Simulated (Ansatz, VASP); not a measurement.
**CoO in VASP and in Ansatz**

INCAR

```
PREC = Accurate
ENCUT = 520
EDIFF = 1E-6
ISMEAR = 0
SIGMA = 0.01
LREAL = False
LASPH = True
NELM = 150
ALGO = Normal
ISIF = 2
LWAVE = False
LCHARG = False
ISPIN = 2
MAGMOM = -2.27 2.27 -0.16 0.16
LORBIT = 11
LMAXMIX = 4
GGA = PE
NBANDS = 27
```

KPOINTS

```
Automatic mesh
0
Gamma
  3 3 3
```

File POSCAR:

```
CoO
1.0
    1.6022198417      0.9250420569      5.1329417806
   -1.6022198417      0.9250420569      5.1329417806
    0.0000000000     -1.8500841138      5.1329417806
Co O
2 2
Direct
    0.9994877300      0.9994877300      0.9994877300
    0.4994905900      0.4994905900      0.4994905900
    0.3754955300      0.3754955300      0.3754955300
    0.8755255000      0.8755255000      0.8755255000
```

Input for Ansatz:

```yaml
crystal:
  lattice:
    - [1.6022198417, 0.9250420569, 5.1329417806]
    - [-1.6022198417, 0.9250420569, 5.1329417806]
    - [0.0, -1.8500841138, 5.1329417806]
  atoms:
    - { symbol: Co, position: [0.99948773, 0.99948773, 0.99948773], spin: -2.27 }
    - { symbol: Co, position: [0.49949059, 0.49949059, 0.49949059], spin: 2.27 }
    - { symbol: O, position: [0.37549553, 0.37549553, 0.37549553], spin: -0.16 }
    - { symbol: O, position: [0.8755255, 0.8755255, 0.8755255], spin: 0.16 }
basis:
  ecutwfc: 420
kpoints:
  mp_grid: { grid: [3, 3, 3] }
hamiltonian:
  xc: pbe
scf:
  occupations: { method: gaussian, width: 0.01 }
output:
  forces: true
  stress: true
  eigenvalues: true
  populations: true
magnetization:
  spin_polarized: true
```

Alike in both runs: task single point; functional PBE; k mesh 3 × 3 × 3; occupations gaussian, width 0.01 eV; collinear spin.

|  | VASP | Ansatz |
| --- | --- | --- |
| version | VASP 6.6.1 | Ansatz 0.2.0 |
| potentials or method | VASP PAW PBE potentials, release 64 (Co, O), cutoff 520 eV | scalar-relativistic, plane waves, PAW |
| valence electrons in the cell | 30 | 46 |

|  | VASP | Ansatz | Ansatz less VASP |
| --- | --- | --- | --- |
| gap on the k mesh at the Fermi level (eV) | 0.19 | 0.11 | -0.078 |
| least direct gap on the mesh (eV) | 0.42 | 0.35 | -0.074 |
| pressure (GPa) | -1.4 | -1.4 | +0.01 |
| traceless stress, the component that is largest in VASP (GPa) | 0.37 | 0.31 | -0.060 |
| rms of the force components (eV/Å) | 0.068 | 0.067 | -0.0003 |
| net moment per atom (μB) | 0.00 | 0.00 | 0.000 |
| size of the moment on the site where the two differ most (μB) | 2.25 | 2.09 | -0.163 |

Site moments also hang on the region over which each program counts them. Atom by atom the forces differ by 0.000 eV/Å (rms over components). VASP's potentials hold 30 valence electrons a cell and Ansatz's 46, so a difference there can come from the potentials and not from the codes.

The k mesh is coarse, so the values compare programs but aren't converged.
